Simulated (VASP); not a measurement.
Input of a VASP 6.6.1 run:

Contents of INCAR:

```
  PREC = Accurate
  ENCUT = 600
  EDIFF = 1E-6
  ISMEAR = 0
  SIGMA = 0.1
  LREAL = False
  LASPH = True
  NELM = 150
  ALGO = Fast
  ISIF = 3
  LWAVE = False
  LCHARG = False
  ISPIN = 2
  MAGMOM = 1.95
  LORBIT = 11
  LMAXMIX = 4
  GGA = PE
  IBRION = 2
  NSW = 80
  EDIFFG = -0.01
```

Contents of KPOINTS:

```
Automatic mesh
0
Gamma
  20 20 20
```

POSCAR

```
Co
1.0
    0.0000000000      1.7781268206      1.7781268206
    1.7781268206      0.0000000000      1.7781268206
    1.7781268206      1.7781268206      0.0000000000
Co
1
Direct
    0.0000000000      0.0000000000      0.0000000000
```

Potentials or basis: VASP PAW PBE potentials, release 64 (Co).

The run is started by

```bash
$ cat potpaw_PBE.64/Co/POTCAR > POTCAR
$ mpirun -np 1 vasp_std > vasp.out
```

Question: What does it give for the relaxed cell?

Answer: a = 2.486 Å, b = 2.486 Å, c = 2.486 Å, α = 60.00°, β = 60.00°, γ = 60.00°.

Question: What does it give for the relaxed volume?

Answer: 10.86 Å³/atom.

Question: Estimate the space group after relaxing (to 0.05 Å).

Answer: Fm-3m (No. 225).

Question: What does it give for the net moment?

Answer: 1.63 μB per cell.

Final structure:
```cif
data_structure
_symmetry_space_group_name_H-M 'P 1'
_symmetry_Int_Tables_number 1
_cell_length_a 2.4856
_cell_length_b 2.4856
_cell_length_c 2.4856
_cell_angle_alpha 60.000
_cell_angle_beta 60.000
_cell_angle_gamma 60.000
_cell_volume 10.86
loop_
_atom_site_label
_atom_site_type_symbol
_atom_site_fract_x
_atom_site_fract_y
_atom_site_fract_z
_atom_site_occupancy
Co1 Co 0.00000 0.00000 0.00000 1
```
